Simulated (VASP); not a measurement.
Set up this calculation in VASP 6.6.1, as the native input.

```yaml
Task: single point
Functional: PBE
Potentials_or_basis: VASP PAW PBE potentials, release 64 (Co)
Cutoff: 520 eV
k_mesh: 13 × 13 × 7
Occupations: fermi-dirac, width 0.05 eV
Spin: collinear spin, ferromagnetic start
Starting_moments: "[3.0, 3.0] μB"
Dipole_correction: no
Further_INCAR_settings: ALGO = Normal; EDIFF = 1e-06; NBANDS = 20
```

The structure of Co lies in POSCAR:

```
Co
1.0
    2.5053999800      0.0000000000      0.0000000000
   -1.2526999900      2.1697400300      0.0000000000
    0.0000000000      0.0000000000      4.0893000000
Co
2
Direct
    0.3333333300      0.6666666700      0.2500000000
    0.6666666700      0.3333333300      0.7500000000
```

These files were run (other wordings do the same):

INCAR

```
  PREC = Accurate
  ENCUT = 520
  EDIFF = 1E-6
  ISMEAR = -1
  SIGMA = 0.05
  LREAL = False
  LASPH = True
  NELM = 150
  ALGO = Normal
  ISIF = 2
  LWAVE = False
  LCHARG = False
  ISPIN = 2
  MAGMOM = 3 3
  LORBIT = 11
  LMAXMIX = 4
  GGA = PE
  NBANDS = 20
```

KPOINTS

```
Automatic mesh
0
Gamma
  13 13 7
```

Potentials or basis: VASP PAW PBE potentials, release 64 (Co).

Command:

```console
$ cat potpaw_PBE.64/Co/POTCAR > POTCAR
$ mpirun -np 1 vasp_std > vasp.out
```

It gave:

| Item | Value |
| --- | --- |
| Pressure | -5.4 GPa |
| Net moment | 3.24 μB per cell |
| Site moments | Co +1.65 μB |
| Valence electrons inside the program's atomic spheres | Co 8.23 |

Caveat: the cell stands under tension.

It took 28 s on 1 thread of Intel(R) Xeon(R) 6975P-C (Granite Rapids) (shared host), peak memory 0.18 GiB.
